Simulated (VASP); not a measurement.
# HgTe (Cmcm) in VASP: a series of runs

HgTe is run at these levels: PBEsol+D3(BJ); tasks: single point.

All numbers are computed with VASP 6.6.1; they aren't measurements. Logs are shortened: lines on timing, memory, paths and dates and some standing lists are left out, and cuts for length are marked.

### 1 The cell of the first run

The structure is orthorhombic, space group Cmcm (No. 63). The conventional cell has a = 5.863 Å, b = 6.792 Å, c = 5.680 Å, α = 90.00°, β = 90.00°, γ = 90.00°. Within 3.9 Å of Hg (site symmetry m2m) lie 6 Te at 2.96 to 3.79 Å and 2 Hg at 3.55 Å. Within 3.9 Å of Te (site symmetry m2m) lie 6 Hg at 2.96 to 3.79 Å.

### 2 Single point, PBEsol+D3(BJ)

INCAR

```
SYSTEM = HgTe
PREC     = Accurate       ! precision mode
ENCUT    = 520            ! plane-wave cutoff, eV
EDIFF    = 1E-6           ! SCF threshold, eV
ISMEAR   = -1             ! smearing method
SIGMA    = 0.05           ! smearing width, eV
LREAL    = .FALSE.        ! projectors in reciprocal space
LASPH    = .TRUE.         ! aspherical terms in the spheres
NELM     = 100            ! most SCF steps
ALGO     = Normal         ! electronic algorithm
ISIF     = 2              ! what is computed and relaxed
LWAVE    = .FALSE.        ! write WAVECAR
LCHARG   = .FALSE.        ! write CHGCAR
GGA      = PS             ! functional
IVDW     = 12             ! dispersion correction
NBANDS   = 26             ! bands
```

KPOINTS

```
Automatic mesh
0
G
  4 4 4
  0 0 0
```

POSCAR

```
HgTe
1.0
    2.9314290629     -3.3961554883      0.0000000000
    2.9314290629      3.3961554883      0.0000000000
    0.0000000000      0.0000000000      5.6797940534
Hg Te
2 2
Direct
    0.3430500000      0.6569500000      0.7500000000
    0.6569500000      0.3430500000      0.2500000000
    0.7848090000      0.2151910000      0.7500000000
    0.2151910000      0.7848090000      0.2500000000
```

Potentials or basis: VASP PAW PBE potentials, release 64 (Hg, Te).

Run with:

```bash
$ cat potpaw_PBE.64/Hg/POTCAR potpaw_PBE.64/Te/POTCAR > POTCAR
$ mpirun -np 1 vasp_std > vasp.out
```

OUTCAR:

```text
SYSTEM = HgTe
   PREC = Accurate
   ENCUT = 520
   EDIFF = 1E-6
   ISMEAR = -1
   LREAL = .FALSE.
   LASPH = .TRUE.
   NELM = 100
   ISIF = 2
   GGA = PS
   IVDW = 12
 IVDW          = 12

 ion  position               nearest neighbor table
   1  0.343  0.657  0.750-   3 2.96   3 2.96   4 2.97   4 2.97   3 3.00   2 3.55   2 3.55
   2  0.657  0.343  0.250-   4 2.96   4 2.96   3 2.97   3 2.97   4 3.00   1 3.55   1 3.55
   3  0.785  0.215  0.750-   1 2.96   1 2.96   2 2.97   2 2.97   1 3.00
   4  0.215  0.785  0.250-   2 2.96   2 2.96   1 2.97   1 2.97   2 3.00

  LATTYP: Found a base centered orthorhombic cell.
 ALAT       =     5.8628581258
 B/A-ratio  =     1.1585323797
 C/A-ratio  =     0.9687756264

  Lattice vectors:

 A1 = (   2.9314290629,  -3.3961554883,   0.0000000000)
 A2 = (   2.9314290629,   3.3961554883,   0.0000000000)
 A3 = (   0.0000000000,   0.0000000000,   5.6797940534)

Analysis of symmetry for initial positions (statically):
=====================================================================
 Subroutine PRICEL returns:
 Original cell was already a primitive cell.

 Routine SETGRP: Setting up the symmetry group for a
 base centered orthorhombic supercell.

 Subroutine GETGRP returns: Found  8 space group operations
 (whereof  4 operations were pure point group operations)
 out of a pool of  8 trial point group operations.

The static configuration has the point symmetry C_2h.
 The point group associated with its full space group is D_2h.

Analysis of symmetry for dynamics (positions and initial velocities):
=====================================================================
 Subroutine PRICEL returns:
 Original cell was already a primitive cell.

 Routine SETGRP: Setting up the symmetry group for a
 base centered orthorhombic supercell.

 Subroutine GETGRP returns: Found  8 space group operations
 (whereof  4 operations were pure point group operations)
 out of a pool of  8 trial point group operations.

The dynamic configuration has the point symmetry C_2h.
 The point group associated with its full space group is D_2h.

 Subroutine INISYM returns: Found  8 space group operations
 (whereof  4 operations are pure point group operations),
 and found     1 'primitive' translations

----------------------------------------------------------------------------------------

                                     Primitive cell

  volume of cell :     113.0914

  direct lattice vectors                    reciprocal lattice vectors
     2.931429063 -3.396155488  0.000000000     0.170565274 -0.147225297  0.000000000
     2.931429063  3.396155488  0.000000000     0.170565274  0.147225297  0.000000000
     0.000000000  0.000000000  5.679794053     0.000000000  0.000000000  0.176062722

  length of vectors
     4.486329062  4.486329062  5.679794053     0.225317111  0.225317111  0.176062722

  position of ions in fractional coordinates (direct lattice)
     0.343050000  0.656950000  0.750000000
     0.656950000  0.343050000  0.250000000
     0.784809000  0.215191000  0.750000000
     0.215191000  0.784809000  0.250000000

  ion indices of the primitive-cell ions
   primitive index   ion index
                 1           1
                 2           2
                 3           3
                 4           4

----------------------------------------------------------------------------------------

 KPOINTS: Automatic mesh

Automatic generation of k-mesh.
 Grid dimensions read from file:
 generate k-points for:    4    4    4

 Generating k-lattice:

  Cartesian coordinates                     Fractional coordinates (reciprocal lattice)
     0.042641318 -0.036806324  0.000000000     0.250000000  0.000000000  0.000000000
     0.042641318  0.036806324  0.000000000     0.000000000  0.250000000  0.000000000
     0.000000000  0.000000000  0.044015680     0.000000000  0.000000000  0.250000000

  Length of vectors
     0.056329278  0.056329278  0.044015680

  Shift w.r.t. Gamma in fractional coordinates (k-lattice)
     0.000000000  0.000000000  0.000000000

 Subroutine IBZKPT returns following result:
 ===========================================

 Found     21 irreducible k-points:

 Following reciprocal coordinates:
            Coordinates               Weight
  0.000000  0.000000  0.000000      1.000000
  0.250000  0.000000  0.000000      4.000000
  0.500000  0.000000  0.000000      2.000000
  0.250000  0.250000  0.000000      2.000000
  0.500000  0.250000  0.000000      4.000000
 -0.250000  0.250000  0.000000      2.000000
[... 13 lines left out ...]
 -0.250000  0.250000  0.500000      2.000000
  0.500000  0.500000  0.500000      1.000000
   k-points           NKPTS =     21   k-points in BZ     NKDIM =     21   number of bands    NBANDS=     26
   number of dos      NEDOS =    301   number of ions     NIONS =      4
   total plane-waves  NPLWV =  54432
   dimension x,y,z NGX =    36 NGY =   36 NGZ =   42
   dimension x,y,z NGXF=    72 NGYF=   72 NGZF=   84
   ions per type =               2   2
   NGX,Y,Z   is equivalent  to a cutoff of  13.34, 13.34, 12.29 a.u.
   NGXF,Y,Z  is equivalent  to a cutoff of  26.68, 26.68, 24.59 a.u.
 SYSTEM =  HgTe
   PREC   = accura    normal or accurate (medium, high low for compatibility)
   ISTART =      0    job   : 0-new  1-cont  2-samecut
   ICHARG =      2    charge: 1-file 2-atom 10-const
   ISPIN  =      1    spin polarized calculation?
   LNONCOLLINEAR =      F non collinear calculations
   LSORBIT =      F    spin-orbit coupling
   LASPH  =      T    aspherical Exc in radial PAW
   ENCUT  =  520.0 eV  38.22 Ry    6.18 a.u.   8.34  8.34 10.56*2*pi/ulx,y,z
   NELM   =    100;   NELMIN=  2; NELMDL= -5     # of ELM steps
   EDIFF  = 0.1E-05   stopping-criterion for ELM
   LREAL  =      F    real-space projection
   EDIFFG = 0.1E-04   stopping-criterion for IOM
   NSW    =      0    number of steps for IOM
   IBRION =     -1    ionic relax: 0-MD 1-quasi-New 2-CG
   NFREE  =      0    steps in history (QN), initial steepest desc. (CG)
   ISIF   =      2    stress and relaxation
   ISYM   =      2    0-nonsym 1-usesym 2-fastsym
   POTIM  = 0.5000    time-step for ionic-motion
   TEBEG  =    0.0;   TEEND  =   0.0 temperature during run
   PSTRESS=    0.0 pullay stress
   NELECT =      36.0000    total number of electrons
   NUPDOWN=      -1.0000    fix difference up-down
   EMIN   =  10.00;   EMAX   =-10.00  energy-range for DOS
   EFERMI =   0.00;   METHOD = LEGACY
   ISMEAR =    -1;   SIGMA  =   0.05  broadening in eV -4-tet -1-fermi 0-gaus
   EFERMI_NEDOS =   21; number of points for ismear=-14 and -15
   IALGO  =     38    algorithm
   IMIX   =      4    mixing-type and parameters
     AMIX     =   0.40;   BMIX     =  1.00
     AMIX_MAG =   1.60;   BMIX_MAG =  1.00
  volume/ion in A,a.u.               =      28.27       190.79
  Fermi-wavevector in a.u.,A,eV,Ry     =   1.117804  2.112344 17.000299  1.249487
  Thomas-Fermi vector in A             =   2.254430
   LORBIT       =      0    0 simple, 1 ext, 2 COOP (PROOUT), +10 PAW based schemes
   GGA     = PS    functional components
   LHFCALC =     F    Hartree Fock is set to
   AEXX    =    0.0000 exact exchange contribution
   IVDW    =    12    specifies the selected vdW correction
   LEPSILON=     F    determine dielectric tensor
   LRPA    =     F    only Hartree local field effects (RPA)
 non-spin polarized calculation
  energy-cutoff  :      520.00
  volume of cell :      113.09
 maximum number of plane-waves:      3071
 NGX is ok and might be reduce to    36
   NGX = 17   NGY = 17   NGZ = 21

 number of electron      36.0000005 magnetization

 Free energy of the ion-electron system (eV)
  ---------------------------------------------------
  ext. energy  EPLUGINS =         0.00000000
  ---------------------------------------------------
  free energy    TOTEN  =        -8.27124857 eV

  energy without entropy =       -8.25477784  energy(sigma->0) =       -8.26301321

 E-fermi :   4.3817     XC(G=0): -10.0414

 val. band max:        4.3308931296   @ k =   0.2500   0.0000   0.2500
 cond. band min:       4.3824610515   @ k =   0.5000   0.2500   0.0000
 fundamental gap:      0.0515679219
 Fermi energy:         4.3817295307

 k-point     1 :       0.0000    0.0000    0.0000
  band No.  band energies     occupation
      1      -7.8728      2.00000
      2      -6.6078      2.00000
      3      -2.6732      2.00000
      4      -2.5683      2.00000
      5      -2.5319      2.00000
      6      -2.4862      2.00000
[... 18 lines left out ...]
     25      11.2925      0.00000
     26      11.6470      0.00000

 k-point     2 :       0.2500    0.0000    0.0000
  band No.  band energies     occupation
      1      -7.5587      2.00000
      2      -6.5796      2.00000
      3      -2.8006      2.00000
      4      -2.6773      2.00000
      5      -2.5967      2.00000
      6      -2.4852      2.00000
[... 18 lines left out ...]
     25      11.2257      0.00000
     26      11.3535      0.00000

 k-point     3 :       0.5000    0.0000    0.0000
  band No.  band energies     occupation
      1      -6.9221      2.00000
      2      -6.8490      2.00000
      3      -2.9050      2.00000
      4      -2.7746      2.00000
      5      -2.6647      2.00000
      6      -2.6424      2.00000
[... 18 lines left out ...]
     25      10.0119      0.00000
     26      10.8368      0.00000

 k-point     4 :       0.2500    0.2500    0.0000
  band No.  band energies     occupation
      1      -7.1926      2.00000
      2      -6.6211      2.00000
      3      -2.8747      2.00000
      4      -2.7771      2.00000
      5      -2.6694      2.00000
      6      -2.4358      2.00000
[... 18 lines left out ...]
     25      10.6176      0.00000
     26      11.9637      0.00000
[... 409 lines left out ...]
      1      -6.6842      2.00000
      2      -6.6842      2.00000
      3      -2.8672      2.00000
      4      -2.8672      2.00000
      5      -2.6421      2.00000
      6      -2.6421      2.00000
[... 18 lines left out ...]
     25      11.5642      0.00000
     26      11.5642      0.00000

 k-point    20 :      -0.2500    0.2500    0.5000
  band No.  band energies     occupation
      1      -6.9022      2.00000
      2      -6.9022      2.00000
      3      -2.8454      2.00000
      4      -2.8454      2.00000
      5      -2.5428      2.00000
      6      -2.5428      2.00000
[... 18 lines left out ...]
     25      10.6542      0.00000
     26      10.6542      0.00000

 k-point    21 :       0.5000    0.5000    0.5000
  band No.  band energies     occupation
      1      -6.7035      2.00000
      2      -6.7035      2.00000
      3      -2.8398      2.00000
      4      -2.8398      2.00000
      5      -2.4597      2.00000
      6      -2.4597      2.00000
[... 18 lines left out ...]
     25      11.6712      0.00000
     26      11.6712      0.00000

------------------------ aborting loop because EDIFF is reached ----------------------------------------

 Edisp (eV)   -1.66826

 E8    (eV) :    -1.1317

  FORCE on cell =-STRESS in cart. coord.  units (eV):
  Direction    XX          YY          ZZ          XY          YZ          ZX
  --------------------------------------------------------------------------------------
  -------------------------------------------------------------------------------------
  Total      -1.78675    -1.72171    -2.18185     0.00000     0.00000     0.00000
  in kB     -25.31303   -24.39158   -30.91048     0.00000     0.00000     0.00000
  external pressure =      -26.87 kB  Pullay stress =        0.00 kB

 VOLUME and BASIS-vectors are now :
 -----------------------------------------------------------------------------
  energy-cutoff  :      520.00
  volume of cell :      113.09
      direct lattice vectors                 reciprocal lattice vectors
     2.931429063 -3.396155488  0.000000000     0.170565274 -0.147225297  0.000000000
     2.931429063  3.396155488  0.000000000     0.170565274  0.147225297  0.000000000
     0.000000000  0.000000000  5.679794053     0.000000000  0.000000000  0.176062722

 POSITION                                       TOTAL-FORCE (eV/Angst)
 -----------------------------------------------------------------------------------
      2.93143      1.06605      4.25985         0.000000      0.016285     -0.000000
      2.93143     -1.06605      1.41995         0.000000     -0.016285     -0.000000
      2.93143     -1.93451      4.25985         0.000000     -0.041863     -0.000000
      2.93143      1.93451      1.41995         0.000000      0.041863      0.000000
 -----------------------------------------------------------------------------------
    total drift:                                0.000000     -0.000000     -0.000000

  FREE ENERGIE OF THE ION-ELECTRON SYSTEM (eV)
  ---------------------------------------------------
  free  energy   TOTEN  =        -9.9395127391 eV

  energy  without entropy=       -9.9230420027  energy(sigma->0) =       -9.93127737
```

Wall time 44 s (1 thread of Intel Xeon Platinum 8375C at 2.90GHz (Ice Lake), shared host); peak memory 0.25 GiB.

Results:

| Property | Result |
| --- | --- |
| Free energy | -9.9395 eV |
| Pressure | -2.7 GPa |
| Largest force | 0.042 eV/Å |
| Band gap on the k mesh | zero (bands 18 and 19 overlap by 2.32 eV) |
| Dispersion energy per atom | -0.417 eV |

Forces in eV/Å, atoms in the order of the input:
```
Hg   0.000  0.016  0.000
Hg   0.000 -0.016  0.000
Te   0.000 -0.042  0.000
Te   0.000  0.042  0.000
```

Caveat: three body term missing; the PAW data sets were made with another functional, which shifts forces and pressure a little; spin-orbit coupling is left out, which moves the levels of the heavy elements.

(Part 1 of 3 ends here.)
